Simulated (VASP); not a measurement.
# Si7O16 (a cell with a defect) in VASP: further runs

Si7O16 (a cell with a defect) is run at these levels: PBE+D3(BJ); tasks: single point.

Program: VASP 6.6.1. These are calculated values, not measurements. Logs are shortened: lines on timing, memory, paths and dates and some standing lists are left out, and cuts for length are marked.

### Step 1. The cell of the first run

The cell holds a defect, 23 atoms: a = 5.877 Å, b = 5.877 Å, c = 5.320 Å, α = 90.00°, β = 90.00°, γ = 90.00°.

### Step 2. Single point, PBE+D3(BJ)

File INCAR:

```
PREC     = Accurate       # precision mode
ENCUT    = 520            # plane-wave cutoff, eV
EDIFF    = 1E-7           # SCF threshold, eV
ISMEAR   = -1             # smearing method
SIGMA    = 0.05           # smearing width, eV
LREAL    = Auto         
LASPH    = True           # aspherical terms in the spheres
NELM     = 60             # most SCF steps
ALGO     = Normal         # electronic algorithm
ISIF     = 2              # what is computed and relaxed
LWAVE    = False          # write WAVECAR
LCHARG   = True           # write CHGCAR
GGA      = PE             # functional
IVDW     = 12             # dispersion correction
LELF     = True           # ELF
LVHAR    = True         
NBANDS   = 79             # bands
```

File KPOINTS:

```
Automatic mesh
0
Gamma
  2 2 3
```

File POSCAR:

```
Si7O16
1.0
   -4.1560000000     -4.1560000000      0.0000000000
    4.1560000000     -4.1560000000      0.0000000000
    0.0000000000      0.0000000000      5.3202000000
Si O
7 16
Direct
    0.5006872953      0.5008128482     -0.0020891564
    0.0006890053      0.5007873555      0.2481853299
    0.0006983679      0.5007998058      0.7476047572
    0.0006917486      0.0007942119     -0.0021036091
    0.5006951411      0.0007963504      0.2500635637
    0.0006996190      0.0007806519      0.4978862759
    0.5006947759      0.0007815214      0.7457210880
    0.1946705604      0.5007990339     -0.0020948588
    0.0006866778      0.1949245016      0.2465815484
    0.8067227993      0.5008050919     -0.0021096911
    0.0006869172      0.8066461376      0.2465781826
    0.1875266627      0.5007822059      0.4979084852
    0.0006801786      0.1949310330      0.7491984703
    0.8138265767      0.5007817018      0.4978969477
    0.0006847013      0.8066597217      0.7491985018
    0.6998425894      0.0007980296     -0.0021189741
    0.5007023292      0.7066671036      0.2321016540
    0.3015452789      0.0007966334     -0.0021057083
    0.5006988495      0.2949349944      0.2320761498
    0.6971453224      0.0008058689      0.4978922159
    0.5006826478      0.7066444914      0.7636898235
    0.3042344370      0.0008108493      0.4978925819
    0.5006796187      0.2949264568      0.7637228218
```

Potentials or basis: VASP PAW PBE potentials, release 64 (Si, O).

On the command line:

```console
cat potpaw_PBE.64/Si/POTCAR potpaw_PBE.64/O/POTCAR > POTCAR
mpirun -np 1 vasp_std > vasp.out
```

OUTCAR:

```text
PREC = Accurate
   ENCUT = 520
   EDIFF = 1E-7
   ISMEAR = -1
   LREAL = Auto
   LASPH = True
   NELM = 60
   ISIF = 2
   GGA = PE
   IVDW = 12
 IVDW          = 12

 ion  position               nearest neighbor table
   1  0.501  0.501  0.998-  19 1.74  17 1.74  21 1.74  23 1.74   8 1.80  10 1.80
   2  0.001  0.501  0.248-  12 1.72  14 1.72   8 1.75  10 1.75  11 1.80   9 1.80   3 2.66   3 2.66

   3  0.001  0.501  0.748-  12 1.72  14 1.72  10 1.75   8 1.75  15 1.80  13 1.80   2 2.66   2 2.66

   4  0.001  0.001  0.998-   9 1.75  11 1.75  15 1.75  13 1.75  16 1.77  18 1.77   6 2.66   6 2.66

   5  0.501  0.001  0.250-  17 1.73  19 1.73  20 1.75  22 1.75  18 1.78  16 1.78   7 2.64   7 2.68

   6  0.001  0.001  0.498-  15 1.76  11 1.76   9 1.76  13 1.76  22 1.78  20 1.78   4 2.66   4 2.66

   7  0.501  0.001  0.746-  21 1.73  23 1.73  20 1.75  22 1.75  16 1.78  18 1.78   5 2.64   5 2.68

   8  0.195  0.501  0.998-   2 1.75   3 1.75   1 1.80
   9  0.001  0.195  0.247-   4 1.75   6 1.76   2 1.80
  10  0.807  0.501  0.998-   3 1.75   2 1.75   1 1.80
  11  0.001  0.807  0.247-   4 1.75   6 1.76   2 1.80
  12  0.188  0.501  0.498-   3 1.72   2 1.72
  13  0.001  0.195  0.749-   4 1.75   6 1.76   3 1.80
  14  0.814  0.501  0.498-   2 1.72   3 1.72
  15  0.001  0.807  0.749-   4 1.75   6 1.76   3 1.80
  16  0.700  0.001  0.998-   4 1.77   7 1.78   5 1.78
  17  0.501  0.707  0.232-   5 1.73   1 1.74
  18  0.302  0.001  0.998-   4 1.77   5 1.78   7 1.78
  19  0.501  0.295  0.232-   5 1.73   1 1.74
  20  0.697  0.001  0.498-   5 1.75   7 1.75   6 1.78
  21  0.501  0.707  0.764-   7 1.73   1 1.74
  22  0.304  0.001  0.498-   7 1.75   5 1.75   6 1.78
  23  0.501  0.295  0.764-   7 1.73   1 1.74

  LATTYP: Found a simple tetragonal cell.
 ALAT       =     5.8774715652
 C/A-ratio  =     0.9051851533

  Lattice vectors:

 A1 = (  -4.1560000000,  -4.1560000000,   0.0000000000)
 A2 = (   4.1560000000,  -4.1560000000,   0.0000000000)
 A3 = (   0.0000000000,   0.0000000000,   5.3202000000)

Analysis of symmetry for initial positions (statically):
=====================================================================
 Subroutine PRICEL returns:
 Original cell was already a primitive cell.

 Routine SETGRP: Setting up the symmetry group for a
 simple tetragonal supercell.

 Subroutine GETGRP returns: Found  1 space group operations
 (whereof  1 operations were pure point group operations)
 out of a pool of 16 trial point group operations.

The static configuration has the point symmetry C_1 .

Analysis of symmetry for dynamics (positions and initial velocities):
=====================================================================
 Subroutine PRICEL returns:
 Original cell was already a primitive cell.

 Routine SETGRP: Setting up the symmetry group for a
 simple tetragonal supercell.

 Subroutine GETGRP returns: Found  1 space group operations
 (whereof  1 operations were pure point group operations)
 out of a pool of 16 trial point group operations.

The dynamic configuration has the point symmetry C_1 .

 Subroutine INISYM returns: Found  1 space group operations
 (whereof  1 operations are pure point group operations),
 and found     1 'primitive' translations

----------------------------------------------------------------------------------------

                                     Primitive cell

  volume of cell :     183.7846

  direct lattice vectors                    reciprocal lattice vectors
    -4.156000000 -4.156000000  0.000000000    -0.120307988 -0.120307988  0.000000000
     4.156000000 -4.156000000  0.000000000     0.120307988 -0.120307988  0.000000000
     0.000000000  0.000000000  5.320200000     0.000000000  0.000000000  0.187962859

  length of vectors
     5.877471565  5.877471565  5.320200000     0.170141189  0.170141189  0.187962859

  position of ions in fractional coordinates (direct lattice)
     0.500687295  0.500812848  0.997910844
     0.000689005  0.500787356  0.248185330
     0.000698368  0.500799806  0.747604757
     0.000691749  0.000794212  0.997896391
[... 51 lines left out ...]
   NELECT =     124.0000    total number of electrons
   NUPDOWN=      -1.0000    fix difference up-down
   EMIN   =  10.00;   EMAX   =-10.00  energy-range for DOS
   EFERMI =   0.00;   METHOD = LEGACY
   ISMEAR =    -1;   SIGMA  =   0.05  broadening in eV -4-tet -1-fermi 0-gaus
   EFERMI_NEDOS =   21; number of points for ismear=-14 and -15
   IALGO  =     38    algorithm
   IMIX   =      4    mixing-type and parameters
     AMIX     =   0.40;   BMIX     =  1.00
     AMIX_MAG =   1.60;   BMIX_MAG =  1.00
  volume/ion in A,a.u.               =       7.99        53.92
  Fermi-wavevector in a.u.,A,eV,Ry     =   1.435861  2.713384 28.051086  2.061697
  Thomas-Fermi vector in A             =   2.555113
   LORBIT       =      0    0 simple, 1 ext, 2 COOP (PROOUT), +10 PAW based schemes
   GGA     = PE    functional components
   LHFCALC =     F    Hartree Fock is set to
   AEXX    =    0.0000 exact exchange contribution
   IVDW    =    12    specifies the selected vdW correction
   LEPSILON=     F    determine dielectric tensor
   LRPA    =     F    only Hartree local field effects (RPA)
 non-spin polarized calculation
  energy-cutoff  :      520.00
  volume of cell :      183.78
 maximum number of plane-waves:      4996
 NGX is ok and might be reduce to    48
   NGX = 21   NGY = 21   NGZ = 19

 number of electron     123.9999947 magnetization

 Free energy of the ion-electron system (eV)
  ---------------------------------------------------
  ext. energy  EPLUGINS =         0.00000000
  ---------------------------------------------------
  free energy    TOTEN  =      -165.50853786 eV

  energy without entropy =     -165.39967387  energy(sigma->0) =     -165.45410586

 E-fermi :   6.5293     XC(G=0): -12.0300

 val. band max:        6.5059926519   @ k =   0.5000   0.5000   0.0000
 cond. band min:       6.5497764096   @ k =   0.0000   0.0000   0.0000
 fundamental gap:      0.0437837577
 Fermi energy:         6.5292529604

 k-point     1 :       0.0000    0.0000    0.0000
  band No.  band energies     occupation
      1     -15.5575      2.00000
      2     -13.9021      2.00000
      3     -13.2990      2.00000
      4     -13.0320      2.00000
      5     -12.8740      2.00000
      6     -12.5168      2.00000
[... 66 lines left out ...]
     73      16.9466      0.00000
     74      17.4871      0.00000
[... 537 lines left out ...]
     73      17.4484      0.00000
     74      17.6271      0.00000
 [bands above 74 left out]

------------------------ aborting loop because EDIFF is reached ----------------------------------------

 Edisp (eV)   -4.98214

 E8    (eV) :    -1.6825

  FORCE on cell =-STRESS in cart. coord.  units (eV):
  Direction    XX          YY          ZZ          XY          YZ          ZX
  --------------------------------------------------------------------------------------
  -------------------------------------------------------------------------------------
  Total      11.94579    11.94920    14.13263     0.51809     0.00882     0.00101
  in kB     104.13976   104.16948   123.20390     4.51651     0.07688     0.00883
  external pressure =      110.50 kB  Pullay stress =        0.00 kB

 VOLUME and BASIS-vectors are now :
 -----------------------------------------------------------------------------
  energy-cutoff  :      520.00
  volume of cell :      183.78
      direct lattice vectors                 reciprocal lattice vectors
    -4.156000000 -4.156000000  0.000000000    -0.120307988 -0.120307988  0.000000000
     4.156000000 -4.156000000  0.000000000     0.120307988 -0.120307988  0.000000000
     0.000000000  0.000000000  5.320200000     0.000000000  0.000000000  0.187962859

 POSITION                                       TOTAL-FORCE (eV/Angst)
 -----------------------------------------------------------------------------------
      0.00052     -4.16223      5.30909        -0.001074      0.000445     -0.000295
      2.07841     -2.08414      1.32040        -0.000131      0.001181     -0.055650
      2.07842     -2.08423      3.97741         0.000301      0.002756      0.058184
      0.00043     -0.00618      5.30901         0.000895      0.000366     -0.000982
     -2.07758     -2.08420      1.33039         0.000228      0.000624      0.012951
      0.00034     -0.00615      2.64885         0.002350     -0.000048      0.001685
[... 15 lines left out ...]
     -1.26103     -1.26777      2.64889         0.009919      0.010142     -0.001909
     -0.85511     -3.30654      4.06316         0.005106     -0.005788     -0.007135
 -----------------------------------------------------------------------------------
    total drift:                                0.002493     -0.007452     -0.013705

  FREE ENERGIE OF THE ION-ELECTRON SYSTEM (eV)
  ---------------------------------------------------
  free  energy   TOTEN  =      -170.4906769446 eV

  energy  without entropy=     -170.3818129567  energy(sigma->0) =     -170.43624495
```

Run time: 4.4 min. Hardware: 1 thread of Intel Xeon Platinum 8488C (Sapphire Rapids), shared host; peak memory 0.3 GiB.

What came out:

```
Free energy                : -170.4907 eV
Pressure                   : 11.1 GPa
Largest force              : 0.058 eV/Å
Band gap on the k mesh     : zero (bands 62 and 63 overlap by 0.15 eV)
Dispersion energy per atom : -0.217 eV
```

Forces on the atoms (eV/Å):
```
Si  -0.001  0.000  0.000
Si   0.000  0.001 -0.056
Si   0.000  0.003  0.058
Si   0.001  0.000 -0.001
Si   0.000  0.001  0.013
Si   0.002  0.000  0.002
Si   0.000  0.002 -0.013
O   -0.011 -0.011 -0.001
O    0.012 -0.014 -0.001
O    0.011  0.012 -0.001
O   -0.010  0.009  0.000
O   -0.030 -0.034  0.001
O    0.010 -0.012  0.000
O    0.029  0.027  0.001
O   -0.014  0.013 -0.001
O   -0.005 -0.004  0.000
O   -0.006  0.007  0.010
O    0.005  0.006 -0.001
O    0.005 -0.006  0.009
O   -0.010 -0.010 -0.002
O   -0.006  0.005 -0.008
O    0.010  0.010 -0.002
O    0.005 -0.006 -0.007
```

Levels at points of the mesh, in eV from the Fermi level:
| k point | band 58 | band 59 | band 60 | band 61 | band 62 | band 63 | band 64 | band 65 | band 66 | band 67 |
| --- | --- | --- | --- | --- | --- | --- | --- | --- | --- | --- |
| (0.00, 0.00, 0.00) | -0.69 | -0.60 | -0.10 | -0.08 | 0.02 | 0.20 | 0.68 | 6.71 | 7.58 | 8.25 |
| (0.50, 0.00, 0.00) | -0.73 | -0.40 | -0.26 | -0.10 | -0.08 | -0.06 | 0.07 | 7.68 | 7.95 | 8.22 |
| (0.00, 0.50, 0.00) | -0.58 | -0.57 | -0.54 | -0.46 | -0.18 | 0.27 | 0.29 | 7.42 | 8.51 | 8.71 |
| (0.50, 0.50, 0.00) | -0.48 | -0.41 | -0.32 | -0.21 | -0.02 | 0.09 | 0.29 | 8.36 | 8.68 | 8.82 |

Caveat: the k points lie up to 0.53 Å⁻¹ apart.

### Step 3. Single point, PBE+D3(BJ)

File INCAR:

```
SYSTEM = Si7O16
PREC = Accurate
ENCUT = 520
EDIFF = 1E-6
ISMEAR = -1
SIGMA = 0.05
LREAL = Auto
LASPH = .TRUE.
NELM = 80
ALGO = Normal
ISIF = 2
LWAVE = .FALSE.
LCHARG = .FALSE.
GGA = PE
IVDW = 12
NBANDS = 79
```

File KPOINTS:

```
regular mesh
0
G
  2 2 3
  0 0 0
```

File POSCAR:

```
Si7O16
1.0
   -4.1560000000     -4.1560000000      0.0000000000
    4.1560000000     -4.1560000000      0.0000000000
    0.0000000000      0.0000000000      5.3202000000
Si O
7 16
Direct
    0.5000000000      0.5000000000      0.5000000000
    0.0000000000      0.5000000000      0.2498049413
    0.0000000000      0.5000000000      0.7501950587
    0.0000000000      0.0000000000      0.0000000000
    0.5000000000      0.0000000000      0.2478390552
    0.0000000000      0.0000000000      0.5000000000
    0.5000000000      0.0000000000      0.7521609448
    0.1867321415      0.5000000000      0.0000000000
    0.0000000000      0.1941247010      0.2513269032
    0.8132678585      0.5000000000      0.0000000000
    0.0000000000      0.8058752990      0.2513269032
    0.1939926888      0.5000000000      0.5000000000
    0.0000000000      0.1941247010      0.7486730968
    0.8060073112      0.5000000000      0.5000000000
    0.0000000000      0.8058752990      0.7486730968
    0.6964775753      0.0000000000      0.0000000000
    0.5000000000      0.7058639421      0.2657559284
    0.3035224247      0.0000000000      0.0000000000
    0.5000000000      0.2941360579      0.2657559284
    0.6991556905      0.0000000000      0.5000000000
    0.5000000000      0.7058639421      0.7342440716
    0.3008443095      0.0000000000      0.5000000000
    0.5000000000      0.2941360579      0.7342440716
```

Potentials or basis: VASP PAW PBE potentials, release 64 (Si, O).

On the command line:

```console
cat potpaw_PBE.64/Si/POTCAR potpaw_PBE.64/O/POTCAR > POTCAR
mpirun -np 1 vasp_std > vasp.out
```

Wall time 3.3 min (1 thread of Intel Xeon Platinum 8488C (Sapphire Rapids), shared host); peak memory 0.3 GiB.

Results (log left out):

```
Free energy                : -170.4905 eV
Pressure                   : 11.0 GPa
Largest force              : 0.053 eV/Å
Band gap on the k mesh     : zero (bands 62 and 63 overlap by 0.16 eV)
Dispersion energy per atom : -0.217 eV
```

Forces on the atoms (eV/Å):
```
Si   0.000  0.000  0.000
Si   0.000  0.000  0.046
Si   0.000  0.000 -0.046
Si   0.000  0.000  0.000
Si   0.000  0.000 -0.015
Si   0.000  0.000  0.000
Si   0.000  0.000  0.015
O   -0.037 -0.037  0.000
O    0.015 -0.015 -0.001
O    0.037  0.037  0.000
O   -0.015  0.015 -0.001
O   -0.009 -0.009  0.000
O    0.015 -0.015  0.001
O    0.009  0.009  0.000
O   -0.015  0.015  0.001
O   -0.006 -0.006  0.000
O   -0.007  0.007 -0.003
O    0.006  0.006  0.000
O    0.007 -0.007 -0.003
O   -0.004 -0.004  0.000
O   -0.007  0.007  0.003
O    0.004  0.004  0.000
O    0.007 -0.007  0.003
```

Stress tensor (GPa, compression positive):
```
10.40  0.47  0.00
 0.47 10.40  0.00
 0.00  0.00 12.31
```

Levels at points of the mesh, in eV from the Fermi level:
```csv
k point,band 60,band 61,band 62,band 63,band 64,band 65
"(0.00, 0.00, 0.00)",-0.10,-0.08,0.02,0.20,0.68,6.71
"(0.50, 0.00, 0.00)",-0.26,-0.10,-0.08,-0.06,0.07,7.68
"(0.00, 0.50, 0.00)",-0.54,-0.46,-0.18,0.27,0.30,7.42
"(0.50, 0.50, 0.00)",-0.32,-0.21,-0.02,0.09,0.29,8.36
```

Caveat: the k points lie up to 0.53 Å⁻¹ apart.

### Step 4. Single point, PBE+D3(BJ)

File INCAR:

```
SYSTEM = Si7O16
PREC = Accurate ; ENCUT = 520
EDIFF = 1E-6 ; ISMEAR = -1
SIGMA = 0.05 ; LREAL = Auto
LASPH = .TRUE. ; NELM = 60
ALGO = Normal ; ISIF = 2
LWAVE = .FALSE. ; LCHARG = .TRUE.
GGA = PE ; IVDW = 12
LELF = .TRUE. ; LVHAR = .TRUE.
NBANDS = 79
```

File KPOINTS:

```
Automatic mesh
0
G
  2 2 3
  0 0 0
```

File POSCAR:

```
Si7O16
1.0
   -4.1560000000     -4.1560000000      0.0000000000
    4.1560000000     -4.1560000000      0.0000000000
    0.0000000000      0.0000000000      5.3202000000
Si O
7 16
Direct
    0.5006873195      0.5008129211     -0.0020892072
    0.0006890038      0.5007874158      0.2481854066
    0.0006982676      0.5007998075      0.7476047893
    0.0006917709      0.0007942733     -0.0021036803
    0.5006951396      0.0007964389      0.2500635314
    0.0006995910      0.0007806785      0.4978863577
    0.5006948989      0.0007815207      0.7457210255
    0.1946705967      0.5007990857     -0.0020948461
    0.0006867180      0.1949244466      0.2465815195
    0.8067228104      0.5008051011     -0.0021096951
    0.0006868383      0.8066461742      0.2465781362
    0.1875267084      0.5007822425      0.4979085373
    0.0006801011      0.1949310635      0.7491985264
    0.8138266362      0.5007816410      0.4978968836
    0.0006846728      0.8066596487      0.7491985264
    0.6998425168      0.0007980029     -0.0021189053
    0.5007022377      0.7066671078      0.2321016127
    0.3015452358      0.0007966795     -0.0021057479
    0.5006988691      0.2949349134      0.2320762377
    0.6971453321      0.0008058229      0.4978921845
    0.5006827478      0.7066444899      0.7636898989
    0.3042343600      0.0008108758      0.4978925604
    0.5006796198      0.2949264918      0.7637227924
```

On the command line:

```console
cat potpaw_PBE.64/Si/POTCAR potpaw_PBE.64/O/POTCAR > POTCAR
mpirun -np 1 vasp_std > vasp.out
```

Run time: 3.4 min. Hardware: 1 thread of Intel Xeon Platinum 8488C (Sapphire Rapids), shared host; peak memory 0.31 GiB.

The run converged. Its results:

- Free energy: -170.4907 eV
- Pressure: 11.1 GPa
- Largest force: 0.058 eV/Å
- Band gap on the k mesh: zero (bands 62 and 63 overlap by 0.15 eV)
- Dispersion energy per atom: -0.217 eV

Forces on the atoms (eV/Å):
```
Si  -0.001  0.001  0.000
Si  -0.001  0.001 -0.055
Si   0.000  0.002  0.058
Si   0.001  0.001 -0.001
Si   0.000  0.000  0.013
Si   0.002  0.000  0.002
Si   0.000  0.001 -0.013
O   -0.010 -0.011 -0.001
O    0.012 -0.014 -0.001
O    0.011  0.012 -0.001
O   -0.010  0.009  0.000
O   -0.029 -0.033  0.001
O    0.010 -0.012  0.000
O    0.030  0.027  0.001
O   -0.014  0.013 -0.001
O   -0.005 -0.004  0.000
O   -0.005  0.007  0.010
O    0.005  0.006 -0.001
O    0.005 -0.006  0.009
O   -0.010 -0.010 -0.002
O   -0.005  0.005 -0.008
O    0.010  0.010 -0.002
O    0.005 -0.006 -0.007
```

Stress tensor (GPa, compression positive):
```
10.42  0.45  0.00
 0.45 10.42  0.01
 0.00  0.01 12.32
```

Levels at points of the mesh, in eV from the Fermi level:
| k point | band 59 | band 60 | band 61 | band 62 | band 63 | band 64 | band 65 | band 66 |
| --- | --- | --- | --- | --- | --- | --- | --- | --- |
| (0.00, 0.00, 0.00) | -0.60 | -0.10 | -0.08 | 0.02 | 0.20 | 0.68 | 6.71 | 7.58 |
| (0.50, 0.00, 0.00) | -0.40 | -0.26 | -0.10 | -0.08 | -0.06 | 0.07 | 7.68 | 7.95 |
| (0.00, 0.50, 0.00) | -0.57 | -0.54 | -0.46 | -0.18 | 0.27 | 0.29 | 7.42 | 8.51 |
| (0.50, 0.50, 0.00) | -0.41 | -0.32 | -0.21 | -0.02 | 0.09 | 0.29 | 8.36 | 8.68 |

Caveat: the k points lie up to 0.53 Å⁻¹ apart.

The gap in the log of VASP goes by the Fermi energy; the results here count the filled bands.